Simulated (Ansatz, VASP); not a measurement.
**Na3Te3MoO3: VASP beside Ansatz**

File INCAR:

```
SYSTEM = Na3Te3MoO3
PREC = Accurate
ENCUT = 520
EDIFF = 1E-6
ISMEAR = -1
SIGMA = 0.1
LREAL = .FALSE.
LASPH = .TRUE.
NELM = 100
ALGO = Normal
ISIF = 2
LWAVE = .FALSE.
LCHARG = .TRUE.
GGA = PE
LELF = .TRUE.
LVHAR = .TRUE.
NBANDS = 46
```

Contents of KPOINTS:

```
regular mesh
0
G
  4 4 4
  0 0 0
```

The input POSCAR:

```
Na3Te3MoO3
1.0
    0.0000000000     -3.6363440000      5.2313420000
    3.0725750000     -1.9448100000     -5.2313420000
    6.6051980000      0.0000000000      0.0000000000
Na Te O Mo
3 3 3 1
Direct
    0.2275000000      0.4550000000      0.3175000000
    0.7349000000      0.4698000000      0.7953000000
    0.5100000000      0.0200000000      0.4700000000
    0.8246000000      0.9566000000      0.6908000000
    0.3526000000      0.1772000000      0.6908000000
    0.1320000000      0.4846000000      0.6908000000
    0.2542000000      0.1548000000      0.1533000000
    0.6919000000      0.9461000000      0.1533000000
    0.9006000000      0.5925000000      0.1533000000
    0.0000000000      0.0000000000      0.0000000000
```

Input for Ansatz:

```yaml
crystal:
  lattice:
    - [0.0, -3.636344, 5.231342]
    - [3.072575, -1.94481, -5.231342]
    - [6.605198, 0.0, 0.0]
  atoms:
    - { symbol: Na, position: [0.2275, 0.455, 0.3175] }
    - { symbol: Te, position: [0.8246, 0.9566, 0.6908] }
    - { symbol: Te, position: [0.3526, 0.1772, 0.6908] }
    - { symbol: Te, position: [0.132, 0.4846, 0.6908] }
    - { symbol: O, position: [0.2542, 0.1548, 0.1533] }
    - { symbol: O, position: [0.6919, 0.9461, 0.1533] }
    - { symbol: O, position: [0.9006, 0.5925, 0.1533] }
    - { symbol: Mo, position: [0.0, 0.0, 0.0] }
    - { symbol: Na, position: [0.7349, 0.4698, 0.7953] }
    - { symbol: Na, position: [0.51, 0.02, 0.47] }
  symmetry: { tolerance: 0.0003 }
kpoints:
  mp_grid: { grid: [4, 4, 4], shift: [0, 0, 0] }
magnetization:
  spin_polarized: false
scf:
  occupations: { method: fermi_dirac }
hamiltonian:
  pseudopotentials: { kind: paw }
  xc: pbe
basis:
  ecutwfc: 420
output:
  forces: true
  stress: true
  eigenvalues: true
```

Alike in both runs: task single point; functional PBE; k mesh 4 × 4 × 4; no spin polarisation.

|  | VASP | Ansatz |
| --- | --- | --- |
| version | VASP 6.6.1 | Ansatz 0.2.0 |
| potentials or method | VASP PAW PBE potentials, release 64 (Na_pv, Te, O, Mo_sv), cutoff 520 eV | PAW plane waves |
| occupations | fermi-dirac, width 0.1 eV | fermi-dirac |
| valence electrons in the cell | 71 | 107 |

```tsv
	VASP	Ansatz	Ansatz less VASP
gap on the k mesh at the Fermi level (eV)	none	none	-
pressure (GPa)	19.2	19.0	-0.16
rms of the force components (eV/Å)	4.067	4.076	+0.0097
```

A gap of «none» marks a metal or a gap that the smearing closes. VASP's potentials hold 71 valence electrons a cell and Ansatz's 107, so a difference there can come from the potentials and not from the codes. Ansatz's warnings: structure snapped to symmetry.

Spin-orbit coupling is off throughout.
